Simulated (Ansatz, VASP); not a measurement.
Two plane-wave programs on LuPd2O2

```
Lu Pd O
1.0
    -2.23903    2.23903    4.09124
     2.23903   -2.23903    4.09124
     2.23903    2.23903   -4.09124
Lu Pd O
1 2 2
Direct
  0.50000 0.50000 0.00000
  0.83989 0.83989 0.00000
  0.16011 0.16011 0.00000
  0.50000 0.00000 0.50000
  0.00000 0.50000 0.50000
```

Alike in both runs: task relaxation of cell and atoms; functional PBE; k mesh 6 × 6 × 6; occupations gaussian, width 0.1 eV; no spin polarisation.

|  | VASP | Ansatz |
| --- | --- | --- |
| version | VASP 6.6.1 | Ansatz 0.2.0 |
| potentials or method | VASP PAW PBE potentials, release 64 (Lu, Pd, O), cutoff 600 eV | scalar-relativistic, plane waves, PAW |
| valence electrons in the cell | 57 | 73 |

Ansatz gave:

```
gap on the k mesh at the Fermi level, each at its own relaxed structure (eV) : none
relaxed volume (Å³/atom)                                                     : 15.43
relaxed cell length with the largest relative difference (Å)                 : 5.188
```

Q: Which values does VASP return?

A: gap on the k mesh at the Fermi level, each at its own relaxed structure (eV): none; relaxed volume (Å³/atom): 15.45; relaxed cell length with the largest relative difference (Å): 5.186.

A gap of «none» marks a metal or a gap that the smearing closes. VASP's potentials hold 57 valence electrons a cell and Ansatz's 73, so a difference there can come from the potentials and not from the codes.

Spin-orbit coupling is off throughout.
